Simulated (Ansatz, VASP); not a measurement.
**Ir in VASP and in Ansatz**

The input INCAR:

```
  PREC = Accurate
  ENCUT = 520
  EDIFF = 1E-6
  ISMEAR = -1
  SIGMA = 0.1
  LREAL = False
  LASPH = True
  NELM = 100
  ALGO = Normal
  ISIF = 2
  LWAVE = False
  LCHARG = False
  GGA = RP
  NBANDS = 20
```

KPOINTS

```
Automatic mesh
0
Gamma
  11 11 15
```

Contents of POSCAR:

```
Ir
1.0
    4.3375984742      0.0000000000      0.0000000000
   -2.1687992371      3.7564704701      0.0000000000
    0.0000000000      0.0000000000      2.6802153003
Ir
3
Direct
    0.0000000000      0.0000000000      0.0000000000
    0.3333333333      0.6666666667      0.5000000000
    0.6666666667      0.3333333333      0.5000000000
```

Input for Ansatz:

```yaml
crystal:
  lattice:
    - [4.3375984742, 0.0, 0.0]
    - [-2.1687992371, 3.7564704701, 0.0]
    - [0.0, 0.0, 2.6802153003]
  atoms:
    - { symbol: Ir, position: [0.0, 0.0, 0.0] }
    - { symbol: Ir, position: [0.3333333333, 0.6666666667, 0.5] }
    - { symbol: Ir, position: [0.6666666667, 0.3333333333, 0.5] }
hamiltonian:
  xc: rpbe
  pseudopotentials:
    kind: paw
    azcp:
      Ir: "pseudopotentials/Ir.paw.azcp"
basis:
  ecutwfc: 420
  fft_grid_basis: typed
kpoints:
  mp_grid: { grid: [11, 11, 15], shift: [0, 0, 0] }
magnetization:
  spin_polarized: false
scf:
  occupations: { method: fermi_dirac, width: 0.1 }
output:
  stress: true
```

Alike in both runs: task single point; functional RPBE; k mesh 11 × 11 × 15; occupations fermi-dirac, width 0.1 eV; no spin polarisation.

|  | VASP | Ansatz |
| --- | --- | --- |
| version | VASP 6.6.1 | Ansatz 0.2.0 |
| potentials or method | VASP PAW PBE potentials, release 64 (Ir), cutoff 520 eV | plane waves (420 eV) with PAW, scalar-relativistic |
| valence electrons in the cell | 27 | 51 |

```csv
,VASP,Ansatz,Ansatz less VASP
pressure (GPa),14.2,13.8,-0.37
"traceless stress, the component that is largest in VASP (GPa)",-1.39,-1.26,+0.132
```

VASP's potentials were made for PBE, not for RPBE. VASP's potentials hold 27 valence electrons a cell and Ansatz's 51, so a difference there can come from the potentials and not from the codes.

Neither program's run includes spin-orbit coupling.
